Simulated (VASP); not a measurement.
Here is a VASP 6.6.1 calculation.

The input INCAR:

```
PREC = Accurate
ENCUT = 520
EDIFF = 1E-6
ISMEAR = 0
SIGMA = 0.1
LREAL = F
LASPH = T
NELM = 150
ALGO = Normal
ISIF = 2
LWAVE = F
LCHARG = F
ISPIN = 2
MAGMOM = 0 1 0 0 0
LORBIT = 11
LMAXMIX = 4
GGA = PE
NBANDS = 32
```

KPOINTS

```
regular mesh
0
Gamma
  4 4 4
```

File POSCAR:

```
NbPdSe3
1.0
    4.7721356956      0.0000000000      0.0000000000
    0.0000000000      4.7721356956      0.0000000000
    0.0000000000      0.0000000000      6.6292018080
Nb Pd Se
1 1 3
Direct
    0.0000000000      0.0000000000      0.7146636998
    0.5000000000      0.5000000000      0.6845612234
    0.0000000000      0.5000000000      0.5517209637
    0.0000000000      0.0000000000      0.0590241194
    0.5000000000      0.0000000000      0.5517209637
```

Potentials or basis: VASP PAW PBE potentials, release 64 (Nb_sv, Pd, Se).

Run with:

```bash
$ cat potpaw_PBE.64/Nb_sv/POTCAR potpaw_PBE.64/Pd/POTCAR potpaw_PBE.64/Se/POTCAR > POTCAR
$ mpirun -np 1 vasp_std > vasp.out
```

Question: What does it give for the pressure?

Answer: 0.1 GPa.

Question: Estimate the net moment.

Answer: 0.00 μB per cell.

Question: What does it give for the largest force?

Answer: 0.012 eV/Å.

Forces on the atoms (eV/Å):
```
Nb   0.000  0.000  0.007
Pd   0.000  0.000  0.006
Se   0.000  0.000  0.000
Se   0.000  0.000 -0.012
Se   0.000  0.000  0.000
```
